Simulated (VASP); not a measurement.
The system is Ta3Ru.

```
Ta Ru
1.0
     0.00000    3.21829    3.21829
     3.21829    0.00000    3.21829
     3.21829    3.21829    0.00000
Ta Ru
3 1
Direct
  0.25000 0.25000 0.25000
  0.75000 0.75000 0.75000
  0.50000 0.50000 0.50000
  0.00000 0.00000 0.00000
```

```yaml
Program: VASP 6.6.1
Task: relaxation of cell and atoms
Functional: LDA
Potentials_or_basis: VASP PAW LDA potentials, release 64 (Ta_pv, Ru_pv)
Cutoff: 500 eV
k_mesh: 6 × 6 × 6
Occupations: gaussian, width 0.1 eV
Spin: no spin polarisation
```

At the start: pressure -9.5 GPa; volume 16.67 Å³/atom.

**Question.** Where does the relaxation end?

**Answer.** Over 3 steps the energy falls by 20.3 meV/atom and the volume is 16.04 Å³/atom (-3.8 %); space group Fm-3m (No. 225, to 0.05 Å).

Step by step:
```
step  energy change (eV)  largest force (eV/Å)  pressure (GPa)  volume (Å³)
   1              0.0000                0.0000           -9.53        66.67
   2              0.5541                0.0000           34.40        57.55
   3             -0.0810                0.0000           -0.44        64.14
```

Final structure:
```
Ta Ru
1.0
     0.00000    3.17716    3.17716
     3.17716    0.00000    3.17716
     3.17716    3.17716    0.00000
Ta Ru
3 1
Direct
  0.25000 0.25000 0.25000
  0.75000 0.75000 0.75000
  0.50000 0.50000 0.50000
  0.00000 0.00000 0.00000
```
